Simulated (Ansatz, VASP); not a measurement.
# Two plane-wave programs on SbMo2

```
Sb Mo
1.0
     4.45585    0.00000    0.00000
    -2.22793    3.85888    0.00000
     0.00000    0.00000    3.23765
Sb Mo
1 2
Direct
  0.00000 0.00000 0.00000
  0.33333 0.66667 0.50000
  0.66667 0.33333 0.50000
```

Alike in both runs: functional PBE; k mesh 6 × 6 × 6; occupations gaussian, width 0.1 eV; no spin polarisation.

Ansatz relaxed the structure, and its values are those at the end. VASP's run is a single point on that final structure, the one shown.

|  | VASP | Ansatz |
| --- | --- | --- |
| version | VASP 6.6.1 | Ansatz 0.2.0 |
| potentials or method | VASP PAW PBE potentials, release 64 (Sb, Mo_sv), cutoff 520 eV | scalar-relativistic, plane waves, PAW |
| valence electrons in the cell | 33 | 43 |

Ansatz gave:

```
gap on the k mesh at the Fermi level (eV) : none
pressure (GPa)                            : 0.0
```

Question: Which values does VASP return?

Answer: gap on the k mesh at the Fermi level (eV): none; pressure (GPa): 0.2.

A gap of «none» marks a metal or a gap that the smearing closes. VASP's potentials hold 33 valence electrons a cell and Ansatz's 43, so a difference there can come from the potentials and not from the codes.

Spin-orbit coupling is off throughout.
